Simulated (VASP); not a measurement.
A run of VASP 6.6.1 is set up as follows.

INCAR

```
SYSTEM = Ga3Sb
PREC = Accurate ; ENCUT = 520
EDIFF = 1E-6 ; ISMEAR = 0
SIGMA = 0.15 ; LREAL = .False.
LASPH = .True. ; NELM = 80
ALGO = Fast ; ISIF = 2
LWAVE = .False. ; LCHARG = .False.
GGA = PE ; NBANDS = 30
```

Contents of KPOINTS:

```
regular mesh
0
Gamma
  14 14 14
  0 0 0
```

File POSCAR:

```
Ga3Sb
1.0
   -2.3713782934      2.1999533566      4.2203249441
    2.3713782934     -2.1999533566      4.2203249441
    2.3713782934      2.1999533566     -4.2203249441
Ga Sb
3 1
Direct
    0.7500000000      0.2500000000      0.5000000000
    0.2500000000      0.7500000000      0.5000000000
    0.5000000000      0.5000000000      0.0000000000
    0.0000000000      0.0000000000      0.0000000000
```

Potentials or basis: VASP PAW PBE potentials, release 64 (Ga_d, Sb).

Run with:

```console
$ cat potpaw_PBE.64/Ga_d/POTCAR potpaw_PBE.64/Sb/POTCAR > POTCAR
$ mpirun -np 1 vasp_std > vasp.out
```

Question: Predict the band gap on the k mesh.

Answer: Zero (bands 22 and 23 overlap by 4.13 eV).

Question: Estimate the pressure.

Answer: 0.0 GPa.

Question: Predict the largest force.

Answer: 0.095 eV/Å.

Forces on the atoms (eV/Å):
```
Ga   0.000  0.000  0.095
Ga   0.000  0.000 -0.095
Ga   0.000  0.000  0.000
Sb   0.000  0.000  0.000
```

Caveat: the cell differs from its parent crystal (strain +0.0375 x Voigt [1, -1, 0, 0, 0, 0]); spin-orbit coupling is left out, which moves the levels of the heavy elements.
